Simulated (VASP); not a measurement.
# HgTe (Cmcm) in VASP: settings compared

HgTe is run at these levels: LDA, BLYP; tasks: single point.

All numbers are computed with VASP 6.6.1; they aren't measurements. Logs are shortened: lines on timing, memory, paths and dates and some standing lists are left out, and cuts for length are marked.

### 1 The cell of the first run

It takes space group Cmcm (No. 63, orthorhombic). The conventional cell has a = 5.985 Å, b = 6.934 Å, c = 5.798 Å, α = 90.00°, β = 90.00°, γ = 90.00°. Within 4.0 Å of Hg (site symmetry m2m) lie 6 Te at 3.02 to 3.87 Å and 2 Hg at 3.63 Å. Te (site symmetry m2m) has 6 Hg at 3.02 to 3.87 Å within 4.0 Å.

### 2 Single point, LDA

Input file INCAR:

```
  PREC = Accurate
  ENCUT = 520
  EDIFF = 1E-7
  ISMEAR = -1
  SIGMA = 0.05
  LREAL = False
  LASPH = True
  NELM = 60
  ALGO = Normal
  ISIF = 2
  LWAVE = False
  LCHARG = False
  NBANDS = 26
```

Input file KPOINTS:

```
Automatic mesh
0
Gamma
  4 4 4
```

Input file POSCAR:

```
HgTe
1.0
    2.9925180000     -3.4669290000      0.0000000000
    2.9925180000      3.4669290000      0.0000000000
    0.0000000000      0.0000000000      5.7981570000
Hg Te
2 2
Direct
    0.3430500000      0.6569500000      0.7500000000
    0.6569500000      0.3430500000      0.2500000000
    0.7848090000      0.2151910000      0.7500000000
    0.2151910000      0.7848090000      0.2500000000
```

Potentials or basis: VASP PAW LDA potentials, release 64 (Hg, Te).

Started as:

```console
cat potpaw_LDA.64/Hg/POTCAR potpaw_LDA.64/Te/POTCAR > POTCAR
mpirun -np 1 vasp_std > vasp.out
```

OUTCAR:

```text
PREC = Accurate
   ENCUT = 520
   EDIFF = 1E-7
   ISMEAR = -1
   LREAL = False
   LASPH = True
   NELM = 60
   ISIF = 2

 ion  position               nearest neighbor table
   1  0.343  0.657  0.750-   3 3.02   3 3.02   4 3.03   4 3.03   3 3.06   2 3.63   2 3.63
   2  0.657  0.343  0.250-   4 3.02   4 3.02   3 3.03   3 3.03   4 3.06   1 3.63   1 3.63
   3  0.785  0.215  0.750-   1 3.02   1 3.02   2 3.03   2 3.03   1 3.06
   4  0.215  0.785  0.250-   2 3.02   2 3.02   1 3.03   1 3.03   2 3.06

  LATTYP: Found a base centered orthorhombic cell.
 ALAT       =     5.9850360000
 B/A-ratio  =     1.1585323798
 C/A-ratio  =     0.9687756264

  Lattice vectors:

 A1 = (   2.9925180000,  -3.4669290000,   0.0000000000)
 A2 = (   2.9925180000,   3.4669290000,   0.0000000000)
 A3 = (   0.0000000000,   0.0000000000,   5.7981570000)

Analysis of symmetry for initial positions (statically):
=====================================================================
 Subroutine PRICEL returns:
 Original cell was already a primitive cell.

 Routine SETGRP: Setting up the symmetry group for a
 base centered orthorhombic supercell.

 Subroutine GETGRP returns: Found  8 space group operations
 (whereof  4 operations were pure point group operations)
 out of a pool of  8 trial point group operations.

The static configuration has the point symmetry C_2h.
 The point group associated with its full space group is D_2h.

Analysis of symmetry for dynamics (positions and initial velocities):
=====================================================================
 Subroutine PRICEL returns:
 Original cell was already a primitive cell.

 Routine SETGRP: Setting up the symmetry group for a
 base centered orthorhombic supercell.

 Subroutine GETGRP returns: Found  8 space group operations
 (whereof  4 operations were pure point group operations)
 out of a pool of  8 trial point group operations.

The dynamic configuration has the point symmetry C_2h.
 The point group associated with its full space group is D_2h.

 Subroutine INISYM returns: Found  8 space group operations
 (whereof  4 operations are pure point group operations),
 and found     1 'primitive' translations

----------------------------------------------------------------------------------------

                                     Primitive cell

  volume of cell :     120.3100

  direct lattice vectors                    reciprocal lattice vectors
     2.992518000 -3.466929000  0.000000000     0.167083373 -0.144219856  0.000000000
     2.992518000  3.466929000  0.000000000     0.167083373  0.144219856  0.000000000
     0.000000000  0.000000000  5.798157000     0.000000000  0.000000000  0.172468596

  length of vectors
     4.579821030  4.579821030  5.798157000     0.220717512  0.220717512  0.172468596

  position of ions in fractional coordinates (direct lattice)
     0.343050000  0.656950000  0.750000000
     0.656950000  0.343050000  0.250000000
     0.784809000  0.215191000  0.750000000
     0.215191000  0.784809000  0.250000000

  ion indices of the primitive-cell ions
   primitive index   ion index
                 1           1
                 2           2
                 3           3
                 4           4

----------------------------------------------------------------------------------------

 KPOINTS: Automatic mesh

Automatic generation of k-mesh.
 Grid dimensions read from file:
 generate k-points for:    4    4    4

 Generating k-lattice:

  Cartesian coordinates                     Fractional coordinates (reciprocal lattice)
     0.041770843 -0.036054964  0.000000000     0.250000000 -0.000000000  0.000000000
     0.041770843  0.036054964  0.000000000    -0.000000000  0.250000000  0.000000000
     0.000000000  0.000000000  0.043117149     0.000000000  0.000000000  0.250000000

  Length of vectors
     0.055179378  0.055179378  0.043117149

  Shift w.r.t. Gamma in fractional coordinates (k-lattice)
     0.000000000  0.000000000  0.000000000

 Subroutine IBZKPT returns following result:
 ===========================================

 Found     21 irreducible k-points:

 Following reciprocal coordinates:
            Coordinates               Weight
  0.000000  0.000000  0.000000      1.000000
  0.250000  0.000000  0.000000      4.000000
  0.500000  0.000000  0.000000      2.000000
  0.250000  0.250000  0.000000      2.000000
  0.500000  0.250000  0.000000      4.000000
 -0.250000  0.250000  0.000000      2.000000
[... 13 lines left out ...]
 -0.250000  0.250000  0.500000      2.000000
  0.500000  0.500000  0.500000      1.000000
   k-points           NKPTS =     21   k-points in BZ     NKDIM =     21   number of bands    NBANDS=     26
   number of dos      NEDOS =    301   number of ions     NIONS =      4
   total plane-waves  NPLWV =  62208
   dimension x,y,z NGX =    36 NGY =   36 NGZ =   48
   dimension x,y,z NGXF=    72 NGYF=   72 NGZF=   96
   ions per type =               2   2
   NGX,Y,Z   is equivalent  to a cutoff of  13.07, 13.07, 13.76 a.u.
   NGXF,Y,Z  is equivalent  to a cutoff of  26.14, 26.14, 27.53 a.u.
 SYSTEM =  unknown system
   PREC   = accura    normal or accurate (medium, high low for compatibility)
   ISTART =      0    job   : 0-new  1-cont  2-samecut
   ICHARG =      2    charge: 1-file 2-atom 10-const
   ISPIN  =      1    spin polarized calculation?
   LNONCOLLINEAR =      F non collinear calculations
   LSORBIT =      F    spin-orbit coupling
   LASPH  =      T    aspherical Exc in radial PAW
   ENCUT  =  520.0 eV  38.22 Ry    6.18 a.u.   8.52  8.52 10.78*2*pi/ulx,y,z
   NELM   =     60;   NELMIN=  2; NELMDL= -5     # of ELM steps
   EDIFF  = 0.1E-06   stopping-criterion for ELM
   LREAL  =      F    real-space projection
   EDIFFG = 0.1E-05   stopping-criterion for IOM
   NSW    =      0    number of steps for IOM
   IBRION =     -1    ionic relax: 0-MD 1-quasi-New 2-CG
   NFREE  =      0    steps in history (QN), initial steepest desc. (CG)
   ISIF   =      2    stress and relaxation
   ISYM   =      2    0-nonsym 1-usesym 2-fastsym
   POTIM  = 0.5000    time-step for ionic-motion
   TEBEG  =    0.0;   TEEND  =   0.0 temperature during run
   PSTRESS=    0.0 pullay stress
   NELECT =      36.0000    total number of electrons
   NUPDOWN=      -1.0000    fix difference up-down
   EMIN   =  10.00;   EMAX   =-10.00  energy-range for DOS
   EFERMI =   0.00;   METHOD = LEGACY
   ISMEAR =    -1;   SIGMA  =   0.05  broadening in eV -4-tet -1-fermi 0-gaus
   EFERMI_NEDOS =   21; number of points for ismear=-14 and -15
   IALGO  =     38    algorithm
   IMIX   =      4    mixing-type and parameters
     AMIX     =   0.40;   BMIX     =  1.00
     AMIX_MAG =   1.60;   BMIX_MAG =  1.00
  volume/ion in A,a.u.               =      30.08       202.97
  Fermi-wavevector in a.u.,A,eV,Ry     =   1.094986  2.069223 16.313299  1.198994
  Thomas-Fermi vector in A             =   2.231301
   LORBIT       =      0    0 simple, 1 ext, 2 COOP (PROOUT), +10 PAW based schemes
   GGA     = CA    functional components
   LHFCALC =     F    Hartree Fock is set to
   AEXX    =    0.0000 exact exchange contribution
   IVDW    =     0    specifies the selected vdW correction
   LEPSILON=     F    determine dielectric tensor
   LRPA    =     F    only Hartree local field effects (RPA)
 non-spin polarized calculation
  energy-cutoff  :      520.00
  volume of cell :      120.31
 maximum number of plane-waves:      3256
 NGX is ok and might be reduce to    36
   NGX = 17   NGY = 17   NGZ = 21

 number of electron      36.0000001 magnetization

 Free energy of the ion-electron system (eV)
  ---------------------------------------------------
  ext. energy  EPLUGINS =         0.00000000
  ---------------------------------------------------
  free energy    TOTEN  =        -9.47743324 eV

  energy without entropy =       -9.46187131  energy(sigma->0) =       -9.46965228

 E-fermi :   3.6827     XC(G=0):  -9.8581

 val. band max:        3.6143688587   @ k =   0.2500   0.0000   0.2500
 cond. band min:       3.7171952746   @ k =   0.5000   0.2500   0.0000
 fundamental gap:      0.1028264159
 Fermi energy:         3.6826839701

 k-point     1 :       0.0000    0.0000    0.0000
  band No.  band energies     occupation
      1      -8.1642      2.00000
      2      -7.0655      2.00000
      3      -3.1434      2.00000
      4      -3.0494      2.00000
      5      -3.0191      2.00000
      6      -2.9670      2.00000
[... 18 lines left out ...]
     25      10.6257      0.00000
     26      10.9303      0.00000

 k-point     2 :       0.2500    0.0000    0.0000
  band No.  band energies     occupation
      1      -7.8881      2.00000
      2      -7.0461      2.00000
      3      -3.2465      2.00000
      4      -3.1328      2.00000
      5      -3.0694      2.00000
      6      -2.9712      2.00000
[... 18 lines left out ...]
     25      10.4766      0.00000
     26      10.6547      0.00000

 k-point     3 :       0.5000    0.0000    0.0000
  band No.  band energies     occupation
      1      -7.3465      2.00000
      2      -7.2710      2.00000
      3      -3.3248      2.00000
      4      -3.2094      2.00000
      5      -3.1124      2.00000
      6      -3.0943      2.00000
[... 18 lines left out ...]
     25       9.1399      0.00000
     26      10.2195      0.00000

 k-point     4 :       0.2500    0.2500    0.0000
  band No.  band energies     occupation
      1      -7.5697      2.00000
      2      -7.0848      2.00000
      3      -3.3001      2.00000
      4      -3.2185      2.00000
      5      -3.1295      2.00000
      6      -2.9231      2.00000
[... 18 lines left out ...]
     25       9.7915      0.00000
     26      11.2139      0.00000

 k-point     5 :       0.5000    0.2500    0.0000
  band No.  band energies     occupation
      1      -7.4073      2.00000
      2      -7.1944      2.00000
      3      -3.1389      2.00000
      4      -3.1113      2.00000
      5      -3.0136      2.00000
      6      -3.0085      2.00000
[... 18 lines left out ...]
     25      10.7361      0.00000
     26      11.5403      0.00000

 k-point     6 :      -0.2500    0.2500    0.0000
  band No.  band energies     occupation
      1      -7.8071      2.00000
      2      -7.0775      2.00000
      3      -3.1813      2.00000
      4      -3.0374      2.00000
      5      -3.0105      2.00000
      6      -2.9997      2.00000
[... 340 lines left out ...]
 k-point    18 :       0.2500    0.2500    0.5000
  band No.  band energies     occupation
      1      -7.1716      2.00000
      2      -7.1716      2.00000
      3      -3.3195      2.00000
      4      -3.3195      2.00000
      5      -3.2709      2.00000
      6      -3.2709      2.00000
[... 18 lines left out ...]
     25       9.8080      0.00000
     26       9.8080      0.00000

 k-point    19 :       0.5000    0.2500    0.5000
  band No.  band energies     occupation
      1      -7.1448      2.00000
      2      -7.1448      2.00000
      3      -3.2916      2.00000
      4      -3.2916      2.00000
      5      -3.0838      2.00000
      6      -3.0838      2.00000
[... 18 lines left out ...]
     25      10.5743      0.00000
     26      10.5743      0.00000

 k-point    20 :      -0.2500    0.2500    0.5000
  band No.  band energies     occupation
      1      -7.3258      2.00000
      2      -7.3258      2.00000
      3      -3.2680      2.00000
      4      -3.2680      2.00000
      5      -3.0158      2.00000
      6      -3.0158      2.00000
[... 18 lines left out ...]
     25       9.9142      0.00000
     26       9.9142      0.00000

 k-point    21 :       0.5000    0.5000    0.5000
  band No.  band energies     occupation
      1      -7.1581      2.00000
      2      -7.1581      2.00000
      3      -3.2728      2.00000
      4      -3.2728      2.00000
      5      -2.9432      2.00000
      6      -2.9432      2.00000
[... 18 lines left out ...]
     25      10.8366      0.00000
     26      10.8366      0.00000

------------------------ aborting loop because EDIFF is reached ----------------------------------------

  FORCE on cell =-STRESS in cart. coord.  units (eV):
  Direction    XX          YY          ZZ          XY          YZ          ZX
  --------------------------------------------------------------------------------------
  -------------------------------------------------------------------------------------
  Total       -3.6263258     -2.6616762     -3.9963672      0.0000000      0.0000000      0.0000000
  in kB      -48.2920583    -35.4457457    -53.2199283      0.0000000      0.0000000      0.0000000
  external PRESSURE =     -45.6525775 kB  Pullay stress =       0.0000000 kB

 VOLUME and BASIS-vectors are now :
 -----------------------------------------------------------------------------
  energy-cutoff  :      520.00
  volume of cell :      120.31
      direct lattice vectors                 reciprocal lattice vectors
     2.992518000 -3.466929000  0.000000000     0.167083373 -0.144219856  0.000000000
     2.992518000  3.466929000  0.000000000     0.167083373  0.144219856  0.000000000
     0.000000000  0.000000000  5.798157000     0.000000000  0.000000000  0.172468596

 POSITION                                       TOTAL-FORCE (eV/Angst)
 -----------------------------------------------------------------------------------
      2.99252      1.08827      4.34862         0.000000     -0.024687      0.000000
      2.99252     -1.08827      1.44954         0.000000      0.024687      0.000000
      2.99252     -1.97483      4.34862         0.000000      0.211976      0.000000
      2.99252      1.97483      1.44954         0.000000     -0.211976     -0.000000
 -----------------------------------------------------------------------------------
    total drift:                               -0.000000      0.000000     -0.000000

  FREE ENERGIE OF THE ION-ELECTRON SYSTEM (eV)
  ---------------------------------------------------
  free  energy   TOTEN  =        -9.4774332450 eV

  energy  without entropy=       -9.4618713098  energy(sigma->0) =       -9.46965228
```

Run time: 2.4 min. Hardware: 1 thread of Intel Xeon 8259CL, shared host; peak memory 0.23 GiB.

What came out:

| Item | Value |
| --- | --- |
| Free energy | -9.4774 eV |
| Pressure | -4.6 GPa |
| Largest force | 0.212 eV/Å |
| Band gap on the k mesh | zero (bands 18 and 19 overlap by 2.06 eV) |

Forces on the atoms (eV/Å):
```
Hg   0.000 -0.025  0.000
Hg   0.000  0.025  0.000
Te   0.000  0.212  0.000
Te   0.000 -0.212  0.000
```

Caveat: the cell stands under tension; spin-orbit coupling is left out, which moves the levels of the heavy elements.

### 3 Single point, BLYP

Input file INCAR:

```
  AGGAC = 1.0
  AGGAX = 1.0
  ALDAC = 0.0
  ALDAX = 1.0
  ALGO = Normal
  EDIFF = 1E-7
  ENCUT = 520
  GGA = B5
  ISIF = 2
  ISMEAR = -1
  LASPH = T
  LCHARG = F
  LREAL = F
  LWAVE = F
  NBANDS = 26
  NELM = 100
  PREC = Accurate
  SIGMA = 0.05
```

Input file KPOINTS:

```
k-points
0
Gamma
  4 4 4
```

POSCAR is that of step 2.

Potentials or basis: VASP PAW PBE potentials, release 64 (Hg, Te).

Started as:

```console
cat potpaw_PBE.64/Hg/POTCAR potpaw_PBE.64/Te/POTCAR > POTCAR
mpirun -np 1 vasp_std > vasp.out
```

Wall time 2.7 min (1 thread of Intel Xeon 8259CL, shared host); peak memory 0.26 GiB.

Results (log left out):

* Free energy: -4.3240 eV
* Pressure: 4.3 GPa
* Largest force: 0.086 eV/Å
* Band gap on the k mesh: zero (bands 18 and 19 overlap by 2.02 eV)

Forces in eV/Å, atoms in the order of the input:
```
Hg   0.000  0.071  0.000
Hg   0.000 -0.071  0.000
Te   0.000 -0.086  0.000
Te   0.000  0.086  0.000
```

Stress tensor (GPa, compression positive):
```
4.41 0.00 0.00
0.00 4.27 0.00
0.00 0.00 4.15
```

Levels at points of the mesh, in eV from the Fermi level:
```
           k point  band 15  band 16  band 17  band 18  band 19  band 20  band 21  band 22
(0.00, 0.00, 0.00)    -2.61    -2.45    -0.99    -0.44    -0.38    -0.13     4.36     5.18
(0.50, 0.00, 0.00)    -2.31    -1.85    -0.82    -0.50     1.44     2.46     3.01     4.60
(0.50, 0.50, 0.00)    -2.00    -1.99    -1.74    -1.72    -1.69    -1.37     3.48     5.62
(0.00, 0.00, 0.50)    -1.76    -1.76    -1.22    -1.22     1.40     1.40     4.90     4.90
(0.50, 0.00, 0.50)    -0.87    -0.87     0.23     0.23     2.00     2.00     3.90     3.90
(0.50, 0.50, 0.50)    -3.01    -3.01    -2.84    -2.84     2.02     2.02     5.63     5.63
```

Caveat: the cell stands under pressure; the PAW data sets were made with another functional, which shifts forces and pressure a little; spin-orbit coupling is left out, which moves the levels of the heavy elements.

The gap in the log of VASP goes by the Fermi energy; the results here count the filled bands.